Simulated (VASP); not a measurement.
Sb, 1 atom in the cell. It takes space group Pm-3m (No. 221, cubic). The conventional cell has a = 2.980 Å, b = 2.980 Å, c = 2.980 Å, α = 90.00°, β = 90.00°, γ = 90.00°. Within 3.9 Å of Sb (site symmetry m-3m) lie 6 Sb at 2.98 Å. This isn't the form of Sb at room conditions, which is rhombohedral.

- Program: VASP 6.6.1
- Task: single point
- Functional: PBE
- Potentials or basis: VASP PAW PBE potentials, release 64 (Sb)
- Cutoff: 520 eV
- k mesh: 18 × 18 × 18
- Occupations: gaussian, width 0.1 eV
- Spin: no spin polarisation
- Dipole correction: no
- Further INCAR settings: ALGO = Normal; EDIFF = 1e-06; NBANDS = 8

Potentials or basis: VASP PAW PBE potentials, release 64 (Sb).

Launch:

```sh
$ cat potpaw_PBE.64/Sb/POTCAR > POTCAR
$ mpirun -np 1 vasp_std > vasp.out
```

Hardware: 1 thread of AMD EPYC 7R13 (shared host).

Question: Estimate the wall time of this run.

Answer: Wall time 45 s on 1 thread of AMD EPYC 7R13, on a shared host, peak memory 0.14 GiB. Counts: scf iterations 10, k points 220.
